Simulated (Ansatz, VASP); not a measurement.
# One calculation of CdGeAs2, two programs

File INCAR:

```
PREC     = Accurate       # precision mode
ENCUT    = 500            # plane-wave cutoff, eV
EDIFF    = 1E-6           # SCF threshold, eV
ISMEAR   = -1             # smearing method
SIGMA    = 0.02           # smearing width, eV
LREAL    = F              # projectors in reciprocal space
LASPH    = T              # aspherical terms in the spheres
NELM     = 120            # most SCF steps
ALGO     = Normal         # electronic algorithm
ISIF     = 2              # what is computed and relaxed
LWAVE    = F              # write WAVECAR
LCHARG   = T              # write CHGCAR
GGA      = PE             # functional
LELF     = T              # ELF
LVHAR    = T            
NBANDS   = 26             # bands
GGA_COMPAT= F
```

KPOINTS

```
Automatic mesh
0
Gamma
  6 6 4
```

Contents of POSCAR:

```
CdGeAs2
1.0
    4.0763717154      0.0000000000      0.0000000000
    0.0000000000      4.0763717154      0.0000000000
    0.0000000000      0.0000000000      6.1183213173
Cd As Ge
1 2 1
Direct
    0.0000000000      0.0000000000      0.0000000000
    0.0000000000      0.5000000000      0.2672334420
    0.5000000000      0.0000000000      0.7327665580
    0.5000000000      0.5000000000      0.5000000000
```

Input for Ansatz:

```yaml
crystal:
  lattice:
    - [4.0763717154, 0.0, 0.0]
    - [0.0, 4.0763717154, 0.0]
    - [0.0, 0.0, 6.1183213173]
  atoms:
    - { symbol: Cd, position: [0.0, 0.0, 0.0] }
    - { symbol: As, position: [0.0, 0.5, 0.267233442] }
    - { symbol: Ge, position: [0.5, 0.5, 0.5] }
    - { symbol: As, position: [0.5, 0.0, 0.732766558] }
kpoints:
  mp_grid: { grid: [6, 6, 4] }
  band_path:
    path:
      - [[0.0, 0.0, 0.0], [0.0, 0.5, 0.0], [0.5, 0.5, 0.0], [0.0, 0.0, 0.0], [0.0, 0.0, 0.5], [0.0, 0.5, 0.5], [0.5, 0.5, 0.5], [0.0, 0.0, 0.5]]
      - [[0.0, 0.5, 0.0], [0.0, 0.5, 0.5]]
      - [[0.5, 0.5, 0.0], [0.5, 0.5, 0.5]]
    npoints: 10
hamiltonian:
  xc: pbe
scf:
  occupations: { method: fermi_dirac, width: 0.02 }
  n_extra_bands: 5
output:
  forces: true
  stress: true
  eigenvalues: true
```

Alike in both runs: task single point; functional PBE; k mesh 6 × 6 × 4; occupations fermi-dirac, width 0.02 eV; no spin polarisation.

|  | VASP | Ansatz |
| --- | --- | --- |
| version | VASP 6.6.1 | Ansatz 0.2.0 |
| potentials or method | VASP PAW PBE potentials, release 64 (Cd, As, Ge_d) | plane waves, PAW |
| plane-wave cutoff (eV) | 500 | 420 |
| valence electrons in the cell | 36 | 64 |

|  | VASP | Ansatz | Ansatz less VASP |
| --- | --- | --- | --- |
| pressure (GPa) | 2.4 | 2.2 | -0.19 |
| rms of the force components (eV/Å) | 0.033 | 0.037 | +0.0049 |

With one functional, cell and mesh, what is left measures potentials, basis and numerics. VASP's potentials hold 36 valence electrons a cell and Ansatz's 64, so a difference there can come from the potentials and not from the codes.
